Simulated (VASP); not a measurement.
# SiGe2 (P-6m2) in VASP: further runs

The runs below take SiGe2 through single point, relaxation of cell and atoms, with PBE.

All numbers are computed with VASP 6.6.1; they aren't measurements. Logs are shortened: lines on timing, memory, paths and dates and some standing lists are left out, and cuts for length are marked.

### 1 The cell of the first run

It takes space group P-6m2 (No. 187, hexagonal). The conventional cell has a = 2.943 Å, b = 2.943 Å, c = 14.338 Å, α = 90.00°, β = 90.00°, γ = 120.00°. Si (site symmetry 3m) has 6 Ge at 2.93 Å and 6 Si at 2.94 Å within 3.9 Å. Within 3.9 Å of Ge (site symmetry -6m2) lie 6 Si at 2.93 Å and 6 Ge at 2.94 Å. Ge (site symmetry 3m) has 3 Si at 2.93 Å and 9 Ge at 2.93 to 2.94 Å within 3.9 Å. Within 3.9 Å of Ge (site symmetry -6m2) lie 12 Ge at 2.93 to 2.94 Å.

### 2 Single point, PBE

INCAR

```
PREC     = Accurate       # precision mode
ENCUT    = 520            # plane-wave cutoff, eV
EDIFF    = 1E-7           # SCF threshold, eV
ISMEAR   = 0              # smearing method
SIGMA    = 0.1            # smearing width, eV
LREAL    = False          # projectors in reciprocal space
LASPH    = True           # aspherical terms in the spheres
NELM     = 80             # most SCF steps
ALGO     = Normal         # electronic algorithm
ISIF     = 2              # what is computed and relaxed
LWAVE    = False          # write WAVECAR
LCHARG   = False          # write CHGCAR
GGA      = PE             # functional
NBANDS   = 41             # bands
```

KPOINTS

```
regular mesh
0
Gamma
  6 6 2
```

POSCAR

```
SiGe2
1.0
    2.9427831600      0.0000000000      0.0000000000
   -1.4713915800      2.5485249700      0.0000000000
    0.0000000000      0.0000000000     14.3377397900
Si Ge
2 4
Direct
    0.6666666700      0.3333333300      0.1666666700
    0.6666666700      0.3333333300      0.8333333300
    0.3333333300      0.6666666700      0.0000000000
    0.3333333300      0.6666666700      0.3333333300
    0.3333333300      0.6666666700      0.6666666700
    0.6666666700      0.3333333300      0.5000000000
```

Potentials or basis: VASP PAW PBE potentials, release 64 (Si, Ge_d).

The run is started by

```sh
$ cat potpaw_PBE.64/Si/POTCAR potpaw_PBE.64/Ge_d/POTCAR > POTCAR
$ mpirun -np 1 vasp_std > vasp.out
```

OUTCAR:

```text
PREC = Accurate
   ENCUT = 520
   EDIFF = 1E-7
   ISMEAR = 0
   LREAL = False
   LASPH = True
   NELM = 80
   ISIF = 2
   GGA = PE

 ion  position               nearest neighbor table
   1  0.667  0.333  0.167-   4 2.93   4 2.93   4 2.93   3 2.93   3 2.93   3 2.93
   2  0.667  0.333  0.833-   5 2.93   5 2.93   5 2.93   3 2.93   3 2.93   3 2.93
   3  0.333  0.667  0.000-   1 2.93   2 2.93   1 2.93   2 2.93   1 2.93   2 2.93
   4  0.333  0.667  0.333-   1 2.93   1 2.93   1 2.93
   5  0.333  0.667  0.667-   2 2.93   2 2.93   2 2.93
   6  0.667  0.333  0.500-

  LATTYP: Found a hexagonal cell.
 ALAT       =     2.9427831600
 C/A-ratio  =     4.8721699869

  Lattice vectors:

 A1 = (   2.9427831600,   0.0000000000,   0.0000000000)
 A2 = (  -1.4713915800,   2.5485249700,   0.0000000000)
 A3 = (   0.0000000000,   0.0000000000,  14.3377397900)

Analysis of symmetry for initial positions (statically):
=====================================================================
 Subroutine PRICEL returns:
 Original cell was already a primitive cell.

 Routine SETGRP: Setting up the symmetry group for a
 hexagonal supercell.

 Subroutine GETGRP returns: Found 12 space group operations
 (whereof 12 operations were pure point group operations)
 out of a pool of 24 trial point group operations.

The static configuration has the point symmetry D_3h.

Analysis of symmetry for dynamics (positions and initial velocities):
=====================================================================
 Subroutine PRICEL returns:
 Original cell was already a primitive cell.

 Routine SETGRP: Setting up the symmetry group for a
 hexagonal supercell.

 Subroutine GETGRP returns: Found 12 space group operations
 (whereof 12 operations were pure point group operations)
 out of a pool of 24 trial point group operations.

The dynamic configuration has the point symmetry D_3h.

 Subroutine INISYM returns: Found 12 space group operations
 (whereof 12 operations are pure point group operations),
 and found     1 'primitive' translations

----------------------------------------------------------------------------------------

                                     Primitive cell

  volume of cell :     107.5296

  direct lattice vectors                    reciprocal lattice vectors
     2.942783160  0.000000000  0.000000000     0.339814368  0.196191917  0.000000000
    -1.471391580  2.548524970  0.000000000     0.000000000  0.392383834  0.000000000
     0.000000000  0.000000000 14.337739790     0.000000000  0.000000000  0.069746000

  length of vectors
     2.942783160  2.942783156 14.337739790     0.392383834  0.392383834  0.069746000

  position of ions in fractional coordinates (direct lattice)
     0.666666670  0.333333330  0.166666670
     0.666666670  0.333333330  0.833333330
     0.333333330  0.666666670  0.000000000
     0.333333330  0.666666670  0.333333330
     0.333333330  0.666666670  0.666666670
     0.666666670  0.333333330  0.500000000

  ion indices of the primitive-cell ions
   primitive index   ion index
                 1           1
                 2           2
                 3           3
                 4           4
                 5           5
                 6           6

----------------------------------------------------------------------------------------

 KPOINTS: regular mesh

Automatic generation of k-mesh.
 Grid dimensions read from file:
 generate k-points for:    6    6    2

 Generating k-lattice:

  Cartesian coordinates                     Fractional coordinates (reciprocal lattice)
     0.056635728  0.032698653  0.000000000     0.166666667 -0.000000000  0.000000000
     0.000000000  0.065397306  0.000000000     0.000000000  0.166666667  0.000000000
     0.000000000  0.000000000  0.034873000     0.000000000  0.000000000  0.500000000

  Length of vectors
     0.065397306  0.065397306  0.034873000

  Shift w.r.t. Gamma in fractional coordinates (k-lattice)
     0.000000000  0.000000000  0.000000000

 Subroutine IBZKPT returns following result:
 ===========================================

 Found     14 irreducible k-points:

 Following reciprocal coordinates:
            Coordinates               Weight
  0.000000  0.000000  0.000000      1.000000
  0.166667 -0.000000  0.000000      6.000000
  0.333333 -0.000000  0.000000      6.000000
  0.500000 -0.000000  0.000000      3.000000
  0.166667  0.166667  0.000000      6.000000
  0.333333  0.166667  0.000000     12.000000
  0.333333  0.333333  0.000000      2.000000
  0.000000  0.000000  0.500000      1.000000
  0.166667 -0.000000  0.500000      6.000000
  0.333333 -0.000000  0.500000      6.000000
  0.500000 -0.000000  0.500000      3.000000
  0.166667  0.166667  0.500000      6.000000
  0.333333  0.166667  0.500000     12.000000
  0.333333  0.333333  0.500000      2.000000
   k-points           NKPTS =     14   k-points in BZ     NKDIM =     14   number of bands    NBANDS=     41
   number of dos      NEDOS =    301   number of ions     NIONS =      6
   total plane-waves  NPLWV =  62208
   dimension x,y,z NGX =    24 NGY =   24 NGZ =  108
   dimension x,y,z NGXF=    48 NGYF=   48 NGZF=  216
   ions per type =               2   4
   NGX,Y,Z   is equivalent  to a cutoff of  13.56, 13.56, 12.52 a.u.
   NGXF,Y,Z  is equivalent  to a cutoff of  27.12, 27.12, 25.05 a.u.
 SYSTEM =  unknown system
   PREC   = accura    normal or accurate (medium, high low for compatibility)
   ISTART =      0    job   : 0-new  1-cont  2-samecut
   ICHARG =      2    charge: 1-file 2-atom 10-const
   ISPIN  =      1    spin polarized calculation?
   LNONCOLLINEAR =      F non collinear calculations
   LSORBIT =      F    spin-orbit coupling
   LASPH  =      T    aspherical Exc in radial PAW
   ENCUT  =  520.0 eV  38.22 Ry    6.18 a.u.   5.47  5.47 26.66*2*pi/ulx,y,z
   NELM   =     80;   NELMIN=  2; NELMDL= -5     # of ELM steps
   EDIFF  = 0.1E-06   stopping-criterion for ELM
   LREAL  =      F    real-space projection
   EDIFFG = 0.1E-05   stopping-criterion for IOM
   NSW    =      0    number of steps for IOM
   IBRION =     -1    ionic relax: 0-MD 1-quasi-New 2-CG
   NFREE  =      0    steps in history (QN), initial steepest desc. (CG)
   ISIF   =      2    stress and relaxation
   ISYM   =      2    0-nonsym 1-usesym 2-fastsym
   POTIM  = 0.5000    time-step for ionic-motion
   TEBEG  =    0.0;   TEEND  =   0.0 temperature during run
   PSTRESS=    0.0 pullay stress
   NELECT =      64.0000    total number of electrons
   NUPDOWN=      -1.0000    fix difference up-down
   EMIN   =  10.00;   EMAX   =-10.00  energy-range for DOS
   EFERMI =   0.00;   METHOD = LEGACY
   ISMEAR =     0;   SIGMA  =   0.10  broadening in eV -4-tet -1-fermi 0-gaus
   EFERMI_NEDOS =   21; number of points for ismear=-14 and -15
   IALGO  =     38    algorithm
   IMIX   =      4    mixing-type and parameters
     AMIX     =   0.40;   BMIX     =  1.00
     AMIX_MAG =   1.60;   BMIX_MAG =  1.00
  volume/ion in A,a.u.               =      17.92       120.94
  Fermi-wavevector in a.u.,A,eV,Ry     =   1.377079  2.602302 25.801364  1.896347
  Thomas-Fermi vector in A             =   2.502265
   LORBIT       =      0    0 simple, 1 ext, 2 COOP (PROOUT), +10 PAW based schemes
   GGA     = PE    functional components
   LHFCALC =     F    Hartree Fock is set to
   AEXX    =    0.0000 exact exchange contribution
   IVDW    =     0    specifies the selected vdW correction
   LEPSILON=     F    determine dielectric tensor
   LRPA    =     F    only Hartree local field effects (RPA)
 non-spin polarized calculation
 Gauss-broadening in eV      SIGMA  =   0.10
  energy-cutoff  :      520.00
  volume of cell :      107.53
 maximum number of plane-waves:      2969
 NGX is ok and might be reduce to    24
   NGX = 11   NGY = 11   NGZ = 53

 number of electron      63.9999948 magnetization

 Free energy of the ion-electron system (eV)
  ---------------------------------------------------
  ext. energy  EPLUGINS =         0.00000000
  ---------------------------------------------------
  free energy    TOTEN  =       -25.94168733 eV

  energy without entropy =      -25.91758994  energy(sigma->0) =      -25.92963864

 E-fermi :   7.2781     XC(G=0): -11.1541

 val. band max:        7.2753034586   @ k =   0.3333   0.3333   0.5000
 cond. band min:       7.4721933359   @ k =   0.3333   0.3333   0.0000
 fundamental gap:      0.1968898773
 Fermi energy:         7.2780699180

 k-point     1 :       0.0000    0.0000    0.0000
  band No.  band energies     occupation
      1     -17.3671      2.00000
      2     -17.3628      2.00000
      3     -17.3628      2.00000
      4     -17.3480      2.00000
      5     -17.3480      2.00000
      6     -17.3431      2.00000
[... 33 lines left out ...]
     40      15.9097      0.00000
     41      15.9135      0.00000

 k-point     2 :       0.1667   -0.0000    0.0000
  band No.  band energies     occupation
      1     -17.3779      2.00000
      2     -17.3581      2.00000
      3     -17.3558      2.00000
      4     -17.3420      2.00000
      5     -17.3385      2.00000
      6     -17.3344      2.00000
[... 33 lines left out ...]
     40      13.9263      0.00000
     41      14.8135      0.00000

 k-point     3 :       0.3333   -0.0000    0.0000
  band No.  band energies     occupation
      1     -17.4020      2.00000
      2     -17.3760      2.00000
      3     -17.3618      2.00000
      4     -17.3562      2.00000
      5     -17.3414      2.00000
      6     -17.3339      2.00000
[... 33 lines left out ...]
     40      12.9975      0.00000
     41      13.0347      0.00000

 k-point     4 :       0.5000   -0.0000    0.0000
  band No.  band energies     occupation
      1     -17.4135      2.00000
      2     -17.3833      2.00000
      3     -17.3731      2.00000
      4     -17.3673      2.00000
      5     -17.3510      2.00000
      6     -17.3435      2.00000
[... 385 lines left out ...]
     40      11.1933      0.00000
     41      12.2596      0.00000

 k-point    13 :       0.3333    0.1667    0.5000
  band No.  band energies     occupation
      1     -17.3836      2.00000
      2     -17.3731      2.00000
      3     -17.3533      2.00000
      4     -17.3507      2.00000
      5     -17.3401      2.00000
      6     -17.3370      2.00000
[... 33 lines left out ...]
     40      10.4682      0.00000
     41      11.4923      0.00000

 k-point    14 :       0.3333    0.3333    0.5000
  band No.  band energies     occupation
      1     -17.3726      2.00000
      2     -17.3554      2.00000
      3     -17.3523      2.00000
      4     -17.3271      2.00000
      5     -17.3170      2.00000
      6     -17.3113      2.00000
[... 33 lines left out ...]
     40       9.9725      0.00000
     41       9.9814      0.00000

------------------------ aborting loop because EDIFF is reached ----------------------------------------

  FORCE on cell =-STRESS in cart. coord.  units (eV):
  Direction    XX          YY          ZZ          XY          YZ          ZX
  --------------------------------------------------------------------------------------
  -------------------------------------------------------------------------------------
  Total        1.4697937      1.4697937     -1.3837599      0.0000000      0.0000000      0.0000000
  in kB       21.8997481     21.8997480    -20.6178546      0.0000000      0.0000000      0.0000000
  external PRESSURE =       7.7272138 kB  Pullay stress =       0.0000000 kB

 VOLUME and BASIS-vectors are now :
 -----------------------------------------------------------------------------
  energy-cutoff  :      520.00
  volume of cell :      107.53
      direct lattice vectors                 reciprocal lattice vectors
     2.942783160  0.000000000  0.000000000     0.339814368  0.196191917  0.000000000
    -1.471391580  2.548524970  0.000000000     0.000000000  0.392383834  0.000000000
     0.000000000  0.000000000 14.337739790     0.000000000  0.000000000  0.069746000

 POSITION                                       TOTAL-FORCE (eV/Angst)
 -----------------------------------------------------------------------------------
      1.47139      0.84951      2.38962         0.000000     -0.000000     -0.010822
      1.47139      0.84951     11.94812        -0.000000     -0.000000      0.010822
     -0.00000      1.69902      0.00000         0.000000     -0.000000      0.000000
     -0.00000      1.69902      4.77925        -0.000000     -0.000000     -0.420042
     -0.00000      1.69902      9.55849        -0.000000      0.000000      0.420042
      1.47139      0.84951      7.16887        -0.000000     -0.000000      0.000000
 -----------------------------------------------------------------------------------
    total drift:                                0.000014     -0.000008      0.000000

  FREE ENERGIE OF THE ION-ELECTRON SYSTEM (eV)
  ---------------------------------------------------
  free  energy   TOTEN  =       -25.9416873343 eV

  energy  without entropy=      -25.9175899402  energy(sigma->0) =      -25.92963864
```

Run time: 2 min. Hardware: 1 thread of Intel Xeon 8259CL, shared host; peak memory 0.25 GiB.

What came out:

```
Free energy            : -25.9417 eV
Pressure               : 0.8 GPa
Largest force          : 0.420 eV/Å
Band gap on the k mesh : zero (bands 32 and 33 overlap by 9.77 eV)
```

Forces on the atoms (eV/Å):
```
Si   0.000  0.000 -0.011
Si   0.000  0.000  0.011
Ge   0.000  0.000  0.000
Ge   0.000  0.000 -0.420
Ge   0.000  0.000  0.420
Ge   0.000  0.000  0.000
```

Caveat: the k points lie up to 0.41 Å⁻¹ apart, too coarse for converged energies and pressures of a metal.

(Part 1 of 3 ends here.)
